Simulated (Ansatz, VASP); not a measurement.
## Hg: VASP beside Ansatz

```
Hg
1.0
     5.85456    0.00000    0.00000
     0.00000    5.85456    0.00000
     0.00000    0.00000    5.85456
Hg
8
Cartesian
  0.0000 0.0000 0.0000
  2.9273 1.4636 0.0000
  2.9273 4.3909 0.0000
  0.0000 2.9273 1.4636
  1.4636 0.0000 2.9273
  4.3909 0.0000 2.9273
  2.9273 2.9273 2.9273
  0.0000 2.9273 4.3909
```

Alike in both runs: task single point; functional r2SCAN; k mesh 4 × 4 × 4; occupations fermi-dirac, width 0.02 eV; no spin polarisation.

|  | VASP | Ansatz |
| --- | --- | --- |
| version | VASP 6.6.1 | Ansatz 0.2.0 |
| potentials or method | VASP PAW PBE potentials, release 64 (Hg) | plane waves, PAW |
| plane-wave cutoff (eV) | 520 | 500 |
| valence electrons in the cell | 96 | 160 |

Ansatz gave:

```
pressure (GPa) : 1.8
```

Question: Estimate VASP's values.

Answer: Pressure (GPa): 2.1.

VASP's potentials were made for PBE, not for r2SCAN. VASP's potentials hold 96 valence electrons a cell and Ansatz's 160, so a difference there can come from the potentials and not from the codes.

Spin-orbit coupling is off throughout.
